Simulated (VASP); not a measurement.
GaAs, 2 atoms in the cell. It takes space group F-43m (No. 216, cubic). The conventional cell has a = 5.666 Å, b = 5.666 Å, c = 5.666 Å, α = 90.00°, β = 90.00°, γ = 90.00°. Ga (site symmetry -43m) has 4 As at 2.45 Å within 3.2 Å. As (site symmetry -43m) has 4 Ga at 2.45 Å within 3.2 Å. 

- Program: VASP 6.6.1
- Task: single point
- Functional: r2SCAN
- Potentials or basis: VASP PAW PBE potentials, release 64 (Ga_d, As)
- Cutoff: 520 eV
- k mesh: 8 × 8 × 8
- Occupations: gaussian, width 0.05 eV
- Spin: no spin polarisation
- Dipole correction: no
- Further INCAR settings: ALGO = Normal; EDIFF = 1e-06; NBANDS = 16

Potentials or basis: VASP PAW PBE potentials, release 64 (Ga_d, As).

Launch:

```console
$ cat potpaw_PBE.64/Ga_d/POTCAR potpaw_PBE.64/As/POTCAR > POTCAR
$ cp INCAR.step1 INCAR
$ mpirun -np 1 vasp_std > vasp.out
$ cp INCAR.step2 INCAR
$ mpirun -np 1 vasp_std > vasp.out
```

Hardware: 1 thread of Intel(R) Xeon(R) 6975P-C (Granite Rapids) (shared host).

**Question.** Estimate the wall time of this run.

**Answer.** It took 38 s on 1 thread of Intel(R) Xeon(R) 6975P-C (Granite Rapids) (shared host), peak memory 0.18 GiB. Counts: k points 29.
